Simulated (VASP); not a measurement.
# TiInP (P-6m2) in VASP: further runs

The runs below take TiInP through single point, relaxation of cell and atoms, with PBE.

Everything below comes from runs of VASP 6.6.1. Logs are shortened: lines on timing, memory, paths and dates and some standing lists are left out, and cuts for length are marked.

### Step 1. The cell of the first run

It takes space group P-6m2 (No. 187, hexagonal). The conventional cell has a = 4.130 Å, b = 4.130 Å, c = 5.010 Å, α = 90.00°, β = 90.00°, γ = 120.00°. Within 3.1 Å of Ti (site symmetry -6m2) lie 3 P at 2.38 Å. Within 4.5 Å of In (site symmetry -6m2) lie 6 Ti at 3.46 Å and 6 P at 3.46 Å and 6 In at 4.13 Å. Within 3.1 Å of P (site symmetry -6m2) lie 3 Ti at 2.38 Å.

The cell was generated, and may not be a known phase.

### Step 2. Single point, PBE, collinear spin

INCAR reads:

```
SYSTEM = TiInP
PREC = Accurate
ENCUT = 520
EDIFF = 1E-7
ISMEAR = 0
SIGMA = 0.1
LREAL = .FALSE.
LASPH = .TRUE.
NELM = 150
ALGO = Fast
ISIF = 2
LWAVE = .FALSE.
LCHARG = .FALSE.
ISPIN = 2
MAGMOM = 1 0 0
LORBIT = 11
LMAXMIX = 4
GGA = PE
NBANDS = 26
```

KPOINTS reads:

```
Automatic mesh
0
G
  6 6 4
  0 0 0
```

POSCAR reads:

```
TiInP
1.0
    4.1300668400      0.0000000000      0.0000000000
   -2.0650334200      3.5767428100      0.0000000000
    0.0000000000      0.0000000000      5.0104600900
Ti In P
1 1 1
Direct
    0.6666666700      0.3333333300      0.5000000000
    0.0000000000      0.0000000000      0.0000000000
    0.3333333300      0.6666666700      0.5000000000
```

Potentials or basis: VASP PAW PBE potentials, release 64 (Ti_sv, In_d, P).

Launch:

```console
$ cat potpaw_PBE.64/Ti_sv/POTCAR potpaw_PBE.64/In_d/POTCAR potpaw_PBE.64/P/POTCAR > POTCAR
$ mpirun -np 1 vasp_std > vasp.out
```

OUTCAR:

```text
SYSTEM = TiInP
   PREC = Accurate
   ENCUT = 520
   EDIFF = 1E-7
   ISMEAR = 0
   LREAL = .FALSE.
   LASPH = .TRUE.
   NELM = 150
   ISIF = 2
   ISPIN = 2
   LORBIT = 11
   GGA = PE

 ion  position               nearest neighbor table
   1  0.667  0.333  0.500-   3 2.38   3 2.38   3 2.38   2 3.46   2 3.46   2 3.46   2 3.46   2 3.46
                             2 3.46
   2  0.000  0.000  0.000-   1 3.46   3 3.46   1 3.46   3 3.46   1 3.46   1 3.46   3 3.46   3 3.46
                             1 3.46   1 3.46   3 3.46   3 3.46
   3  0.333  0.667  0.500-   1 2.38   1 2.38   1 2.38   2 3.46   2 3.46   2 3.46   2 3.46   2 3.46
                             2 3.46

  LATTYP: Found a hexagonal cell.
 ALAT       =     4.1300668400
 C/A-ratio  =     1.2131668286

  Lattice vectors:

 A1 = (   4.1300668400,   0.0000000000,   0.0000000000)
 A2 = (  -2.0650334200,   3.5767428100,   0.0000000000)
 A3 = (   0.0000000000,   0.0000000000,   5.0104600900)

Analysis of symmetry for initial positions (statically):
=====================================================================
 Subroutine PRICEL returns:
 Original cell was already a primitive cell.

 Routine SETGRP: Setting up the symmetry group for a
 hexagonal supercell.

 Subroutine GETGRP returns: Found 12 space group operations
 (whereof 12 operations were pure point group operations)
 out of a pool of 24 trial point group operations.

The static configuration has the point symmetry D_3h.

Analysis of symmetry for dynamics (positions and initial velocities):
=====================================================================
 Subroutine PRICEL returns:
 Original cell was already a primitive cell.

 Routine SETGRP: Setting up the symmetry group for a
 hexagonal supercell.

 Subroutine GETGRP returns: Found 12 space group operations
 (whereof 12 operations were pure point group operations)
 out of a pool of 24 trial point group operations.

The dynamic configuration has the point symmetry D_3h.

Analysis of structural, dynamic, and magnetic symmetry:
=====================================================================
 Subroutine PRICEL returns:
 Original cell was already a primitive cell.

 Routine SETGRP: Setting up the symmetry group for a
 hexagonal supercell.

 Subroutine GETGRP returns: Found 12 space group operations
 (whereof 12 operations were pure point group operations)
 out of a pool of 24 trial point group operations.

The overall configuration has the point symmetry D_3h.

 Subroutine INISYM returns: Found 12 space group operations
 (whereof 12 operations are pure point group operations),
 and found     1 'primitive' translations

----------------------------------------------------------------------------------------

                                     Primitive cell

  volume of cell :      74.0155

  direct lattice vectors                    reciprocal lattice vectors
     4.130066840  0.000000000  0.000000000     0.242126832  0.139791991  0.000000000
    -2.065033420  3.576742810  0.000000000     0.000000000  0.279583983  0.000000000
     0.000000000  0.000000000  5.010460090     0.000000000  0.000000000  0.199582470

  length of vectors
     4.130066840  4.130066846  5.010460090     0.279583983  0.279583983  0.199582470

  position of ions in fractional coordinates (direct lattice)
     0.666666670  0.333333330  0.500000000
     0.000000000  0.000000000  0.000000000
     0.333333330  0.666666670  0.500000000

  ion indices of the primitive-cell ions
   primitive index   ion index
                 1           1
                 2           2
                 3           3

----------------------------------------------------------------------------------------

 KPOINTS: Automatic mesh

Automatic generation of k-mesh.
 Grid dimensions read from file:
 generate k-points for:    6    6    4

 Generating k-lattice:

  Cartesian coordinates                     Fractional coordinates (reciprocal lattice)
     0.040354472  0.023298665  0.000000000     0.166666667  0.000000000  0.000000000
     0.000000000  0.046597330  0.000000000     0.000000000  0.166666667  0.000000000
     0.000000000  0.000000000  0.049895617     0.000000000  0.000000000  0.250000000

  Length of vectors
     0.046597331  0.046597330  0.049895617

  Shift w.r.t. Gamma in fractional coordinates (k-lattice)
     0.000000000  0.000000000  0.000000000

 Subroutine IBZKPT returns following result:
 ===========================================

 Found     21 irreducible k-points:

 Following reciprocal coordinates:
            Coordinates               Weight
  0.000000  0.000000  0.000000      1.000000
  0.166667 -0.000000  0.000000      6.000000
  0.333333 -0.000000  0.000000      6.000000
  0.500000 -0.000000  0.000000      3.000000
  0.166667  0.166667  0.000000      6.000000
  0.333333  0.166667  0.000000     12.000000
[... 13 lines left out ...]
  0.333333  0.166667  0.500000     12.000000
  0.333333  0.333333  0.500000      2.000000
   k-points           NKPTS =     21   k-points in BZ     NKDIM =     21   number of bands    NBANDS=     26
   number of dos      NEDOS =    301   number of ions     NIONS =      3
   total plane-waves  NPLWV =  40960
   dimension x,y,z NGX =    32 NGY =   32 NGZ =   40
   dimension x,y,z NGXF=    64 NGYF=   64 NGZF=   80
   ions per type =               1   1   1
   NGX,Y,Z   is equivalent  to a cutoff of  12.88, 12.88, 13.27 a.u.
   NGXF,Y,Z  is equivalent  to a cutoff of  25.76, 25.76, 26.54 a.u.
 SYSTEM =  TiInP
   PREC   = accura    normal or accurate (medium, high low for compatibility)
   ISTART =      0    job   : 0-new  1-cont  2-samecut
   ICHARG =      2    charge: 1-file 2-atom 10-const
   ISPIN  =      2    spin polarized calculation?
   LNONCOLLINEAR =      F non collinear calculations
   LSORBIT =      F    spin-orbit coupling
   LASPH  =      T    aspherical Exc in radial PAW
   ENCUT  =  520.0 eV  38.22 Ry    6.18 a.u.   7.68  7.68  9.32*2*pi/ulx,y,z
   NELM   =    150;   NELMIN=  2; NELMDL= -5     # of ELM steps
   EDIFF  = 0.1E-06   stopping-criterion for ELM
   LREAL  =      F    real-space projection
   EDIFFG = 0.1E-05   stopping-criterion for IOM
   NSW    =      0    number of steps for IOM
   IBRION =     -1    ionic relax: 0-MD 1-quasi-New 2-CG
   NFREE  =      0    steps in history (QN), initial steepest desc. (CG)
   ISIF   =      2    stress and relaxation
   ISYM   =      2    0-nonsym 1-usesym 2-fastsym
   POTIM  = 0.5000    time-step for ionic-motion
   TEBEG  =    0.0;   TEEND  =   0.0 temperature during run
   PSTRESS=    0.0 pullay stress
   NELECT =      30.0000    total number of electrons
   NUPDOWN=      -1.0000    fix difference up-down
   EMIN   =  10.00;   EMAX   =-10.00  energy-range for DOS
   EFERMI =   0.00;   METHOD = LEGACY
   ISMEAR =     0;   SIGMA  =   0.10  broadening in eV -4-tet -1-fermi 0-gaus
   EFERMI_NEDOS =   21; number of points for ismear=-14 and -15
   IALGO  =     68    algorithm
   IMIX   =      4    mixing-type and parameters
     AMIX     =   0.40;   BMIX     =  1.00
     AMIX_MAG =   1.60;   BMIX_MAG =  1.00
  volume/ion in A,a.u.               =      24.67       166.49
  Fermi-wavevector in a.u.,A,eV,Ry     =   1.211549  2.289496 19.971337  1.467852
  Thomas-Fermi vector in A             =   2.347061
   LORBIT       =     11    0 simple, 1 ext, 2 COOP (PROOUT), +10 PAW based schemes
   GGA     = PE    functional components
   LHFCALC =     F    Hartree Fock is set to
   AEXX    =    0.0000 exact exchange contribution
   IVDW    =     0    specifies the selected vdW correction
   LEPSILON=     F    determine dielectric tensor
   LRPA    =     F    only Hartree local field effects (RPA)
 spin polarized calculation
 RMM-DIIS sequential band-by-band and
 Gauss-broadening in eV      SIGMA  =   0.10
  energy-cutoff  :      520.00
  volume of cell :       74.02
 maximum number of plane-waves:      2034
 NGX is ok and might be reduce to    32
   NGX = 15   NGY = 15   NGZ = 19

 number of electron      30.0000009 magnetization       0.0008339

 Free energy of the ion-electron system (eV)
  ---------------------------------------------------
  ext. energy  EPLUGINS =         0.00000000
  ---------------------------------------------------
  free energy    TOTEN  =       -16.10211709 eV

  energy without entropy =      -16.08360944  energy(sigma->0) =      -16.09286327

 E-fermi :   5.5453     XC(G=0):  -9.6661

 val. band max:        5.5020356717   @ k =   0.3333   0.1667   0.5000
 cond. band min:       5.5546177239   @ k =   0.5000  -0.0000   0.5000
 fundamental gap:      0.0525820521
 Fermi energy:         5.5453403312

 spin component 1

 k-point     1 :       0.0000    0.0000    0.0000
  band No.  band energies     occupation
      1     -51.6475      1.00000
      2     -28.0388      1.00000
      3     -27.8592      1.00000
      4     -27.8592      1.00000
      5      -8.7157      1.00000
      6      -8.6982      1.00000
[... 18 lines left out ...]
     25      14.7006      0.00000
     26      14.8146      0.00000

 k-point     2 :       0.1667   -0.0000    0.0000
  band No.  band energies     occupation
      1     -51.6472      1.00000
      2     -28.0384      1.00000
      3     -27.8644      1.00000
      4     -27.8604      1.00000
      5      -8.7106      1.00000
      6      -8.6983      1.00000
[... 18 lines left out ...]
     25      14.3353      0.00000
     26      14.9029      0.00000

 k-point     3 :       0.3333   -0.0000    0.0000
  band No.  band energies     occupation
      1     -51.6468      1.00000
      2     -28.0376      1.00000
      3     -27.8748      1.00000
      4     -27.8627      1.00000
      5      -8.7144      1.00000
      6      -8.7070      1.00000
[... 485 lines left out ...]
 k-point    20 :       0.3333    0.1667    0.5000
  band No.  band energies     occupation
      1     -51.6465      1.00000
      2     -28.0377      1.00000
      3     -27.8775      1.00000
      4     -27.8662      1.00000
      5      -8.7238      1.00000
      6      -8.7009      1.00000
[... 18 lines left out ...]
     25      14.5692      0.00000
     26      15.5888      0.00000

 k-point    21 :       0.3333    0.3333    0.5000
  band No.  band energies     occupation
      1     -51.6464      1.00000
      2     -28.0375      1.00000
      3     -27.8765      1.00000
      4     -27.8704      1.00000
      5      -8.7184      1.00000
      6      -8.7104      1.00000
[... 18 lines left out ...]
     25      15.4693      0.00000
     26      15.7826      0.00000
 Fermi energy:         5.5453403312

 spin component 2

 k-point     1 :       0.0000    0.0000    0.0000
  band No.  band energies     occupation
      1     -51.6468      1.00000
      2     -28.0382      1.00000
      3     -27.8586      1.00000
      4     -27.8586      1.00000
      5      -8.7157      1.00000
      6      -8.6982      1.00000
[... 18 lines left out ...]
     25      14.6167      0.00000
     26      14.8179      0.00000

 k-point     2 :       0.1667   -0.0000    0.0000
  band No.  band energies     occupation
      1     -51.6466      1.00000
      2     -28.0378      1.00000
      3     -27.8638      1.00000
      4     -27.8598      1.00000
      5      -8.7106      1.00000
      6      -8.6983      1.00000
[... 18 lines left out ...]
     25      14.3421      0.00000
     26      14.8785      0.00000

 k-point     3 :       0.3333   -0.0000    0.0000
  band No.  band energies     occupation
      1     -51.6462      1.00000
      2     -28.0370      1.00000
      3     -27.8741      1.00000
      4     -27.8621      1.00000
      5      -8.7144      1.00000
      6      -8.7070      1.00000
[... 485 lines left out ...]
 k-point    20 :       0.3333    0.1667    0.5000
  band No.  band energies     occupation
      1     -51.6459      1.00000
      2     -28.0371      1.00000
      3     -27.8769      1.00000
      4     -27.8656      1.00000
      5      -8.7238      1.00000
      6      -8.7009      1.00000
[... 18 lines left out ...]
     25      14.5694      0.00000
     26      15.7983      0.00000

 k-point    21 :       0.3333    0.3333    0.5000
  band No.  band energies     occupation
      1     -51.6458      1.00000
      2     -28.0369      1.00000
      3     -27.8759      1.00000
      4     -27.8697      1.00000
      5      -8.7184      1.00000
      6      -8.7104      1.00000
[... 18 lines left out ...]
     25      15.4688      0.00000
     26      15.7837      0.00000

------------------------ aborting loop because EDIFF is reached ----------------------------------------

  FORCE on cell =-STRESS in cart. coord.  units (eV):
  Direction    XX          YY          ZZ          XY          YZ          ZX
  --------------------------------------------------------------------------------------
  -------------------------------------------------------------------------------------
  Total       -1.0361571     -1.0361571     -3.4008712      0.0000000      0.0000000      0.0000000
  in kB      -22.4292001    -22.4292002    -73.6170421      0.0000000      0.0000000      0.0000000
  external PRESSURE =     -39.4918141 kB  Pullay stress =       0.0000000 kB

 VOLUME and BASIS-vectors are now :
 -----------------------------------------------------------------------------
  energy-cutoff  :      520.00
  volume of cell :       74.02
      direct lattice vectors                 reciprocal lattice vectors
     4.130066840  0.000000000  0.000000000     0.242126832  0.139791991  0.000000000
    -2.065033420  3.576742810  0.000000000     0.000000000  0.279583983  0.000000000
     0.000000000  0.000000000  5.010460090     0.000000000  0.000000000  0.199582470

 POSITION                                       TOTAL-FORCE (eV/Angst)
 -----------------------------------------------------------------------------------
      2.06503      1.19225      2.50523         0.000000     -0.000000      0.000000
      0.00000      0.00000      0.00000        -0.000000      0.000000      0.000000
     -0.00000      2.38450      2.50523        -0.000000      0.000000      0.000000
 -----------------------------------------------------------------------------------
    total drift:                               -0.000038      0.000022     -0.000000

  FREE ENERGIE OF THE ION-ELECTRON SYSTEM (eV)
  ---------------------------------------------------
  free  energy   TOTEN  =       -16.1021170916 eV

  energy  without entropy=      -16.0836094408  energy(sigma->0) =      -16.09286327

 total charge

# of ion       s       p       d       tot
------------------------------------------
    1        2.190   6.095   1.936  10.221
    2        0.998   0.382   9.842  11.222
    3        1.054   1.492   0.000   2.546
--------------------------------------------------
tot          4.243   7.969  11.778  23.990

 magnetization (x)

# of ion       s       p       d       tot
------------------------------------------
    1        0.000   0.000   0.001   0.001
    2       -0.000   0.000   0.000   0.000
    3       -0.000  -0.000   0.000  -0.000
--------------------------------------------------
tot          0.000  -0.000   0.001   0.001
```

Wall time 2.1 min (1 thread of Oxide Virtual Turin-like, shared host); peak memory 0.23 GiB.

Results:

```
Free energy                                           : -16.1021 eV
Pressure                                              : -3.9 GPa
Band gap on the k mesh                                : zero (filled and empty bands overlap)
Net moment                                            : 0.00 μB per cell
Valence electrons inside the program's atomic spheres : Ti 10.22; In 11.22; P 2.55
```

Caveat: the stress differs along the axes, from -7 to -2 GPa; spin-orbit coupling is left out, which moves the levels of the heavy elements.

### Step 3. Relaxation of cell and atoms, PBE

This run uses another cell than the first one, of 20.00 Å³/atom.

INCAR reads:

```
SYSTEM = TiInP
ALGO = Fast
EDIFF = 1E-6
EDIFFG = -0.01
ENCUT = 600
GGA = PE
IBRION = 2
ISIF = 3
ISMEAR = 0
LASPH = .TRUE.
LCHARG = .FALSE.
LREAL = .FALSE.
LWAVE = .FALSE.
NELM = 60
NSW = 100
PREC = Accurate
SIGMA = 0.1
```

KPOINTS reads:

```
k-points
0
G
  12 12 12
  0 0 0
```

POSCAR reads:

```
TiInP
1.0
    4.1446269724      0.0000000000      0.0000000000
   -2.0723134862      3.5893522473      0.0000000000
    0.0000000000      0.0000000000      4.0334271180
Ti In P
1 1 1
Direct
    0.6666666667      0.3333333333      0.5000000000
    0.0000000000      0.0000000000      0.0000000000
    0.3333333333      0.6666666667      0.5000000000
```

Potentials or basis: VASP PAW PBE potentials, release 64 (Ti_sv, In_d, P).

Launch:

```console
$ cat potpaw_PBE.64/Ti_sv/POTCAR potpaw_PBE.64/In_d/POTCAR potpaw_PBE.64/P/POTCAR > POTCAR
$ mpirun -np 1 vasp_std > vasp.out
```

Wall time 35 min (1 thread of Oxide Virtual Turin-like, shared host); peak memory 0.34 GiB.

The run converged. Its results:

```yaml
Free_energy: -16.5510 eV
Relaxed_volume: 19.97 Å³/atom
Relaxed_cell: a = 4.145 Å, b = 4.145 Å, c = 4.028 Å, α = 90.00°, β = 90.00°, γ = 120.00°
Space_group_after_relaxing_to_0.1_Å: P-6m2 (No. 187)
Energy_gained_by_relaxing: 0.2 meV/atom
Ionic_steps: 10
Pressure_after_relaxing: 0.0 GPa
Band_gap_on_the_k_mesh: zero (bands 15 and 16 overlap by 1.44 eV)
```

Stress tensor (GPa, compression positive):
```
 0.03  0.00  0.00
 0.00  0.03  0.00
 0.00  0.00 -0.05
```

The path:
```
step  energy change (eV)  largest force (eV/Å)  pressure (GPa)  volume (Å³)
   1              0.0000                0.0000           -0.18        60.00
   2             -0.0005                0.0000            0.06        59.81
   3             -0.0005                0.0000            0.16        59.81
   4             -0.0006                0.0000            0.10        59.88
   5             -0.0006                0.0000            0.01        59.95
   6             -0.0006                0.0000            0.00        59.93
   7             -0.0006                0.0000            0.04        59.91
   8             -0.0006                0.0000            0.04        59.92
   9             -0.0006                0.0000            0.03        59.92
  10             -0.0006                0.0000            0.00        59.92
```

Final structure:
```
Ti In P
1.0
     4.14462    0.00000    0.00000
    -2.07231    3.58934    0.00000
     0.00000    0.00000    4.02767
Ti In P
1 1 1
Direct
  0.66667 0.33333 0.50000
  0.00000 0.00000 0.00000
  0.33333 0.66667 0.50000
```

Levels at points of the mesh, in eV from the Fermi level:
```tsv
k point	band 13	band 14	band 15	band 16	band 17	band 18
(0.00, 0.00, 0.00)	-3.28	-2.05	1.06	1.06	1.15	3.01
(0.50, 0.00, 0.00)	-1.88	-1.70	-0.69	0.76	0.90	1.81
(0.00, 0.00, 0.50)	-2.91	0.49	0.49	1.21	1.68	2.09
(0.50, 0.00, 0.50)	-3.32	-1.94	-0.55	-0.08	1.52	1.86
```

Caveat: spin-orbit coupling is left out, which moves the levels of the heavy elements.

The gap in the log of VASP goes by the Fermi energy; the results here count the filled bands.